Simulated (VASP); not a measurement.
Write the native input for VASP 6.6.1 that does the following.

- Task: single point
- Functional: PBEsol
- Potentials or basis: VASP PAW PBE potentials, release 64 (Rb_sv)
- Cutoff: 520 eV
- k mesh: 6 × 6 × 6
- Occupations: methfessel-paxton, width 0.01 eV
- Spin: no spin polarisation
- Dipole correction: no
- Further INCAR settings: ALGO = Normal; EDIFF = 1e-06; NBANDS = 10

The structure of Rb lies in POSCAR:

```
Rb
1.0
   -2.8025000000      2.8025000000      2.8025000000
    2.8025000000     -2.8025000000      2.8025000000
    2.8025000000      2.8025000000     -2.8025000000
Rb
1
Direct
    0.0000000000      0.0000000000      0.0000000000
```

The input as run:

INCAR

```
PREC = Accurate ; ENCUT = 520
EDIFF = 1E-6 ; ISMEAR = 1
SIGMA = 0.01 ; LREAL = False
LASPH = True ; NELM = 60
ALGO = Normal ; ISIF = 2
LWAVE = False ; LCHARG = False
GGA = PS ; NBANDS = 10
```

KPOINTS

```
Automatic mesh
0
Gamma
  6 6 6
```

Potentials or basis: VASP PAW PBE potentials, release 64 (Rb_sv).

Run with:

```console
$ cat potpaw_PBE.64/Rb_sv/POTCAR > POTCAR
$ mpirun -np 1 vasp_std > vasp.out
```

It gave:

```yaml
Pressure: 0.0 GPa
```

Caveat: the PAW data sets were made with another functional, which shifts forces and pressure a little.

Wall time 5.1 s on 1 thread of Intel(R) Xeon(R) 6975P-C (Granite Rapids), on a shared host, peak memory 0.19 GiB.
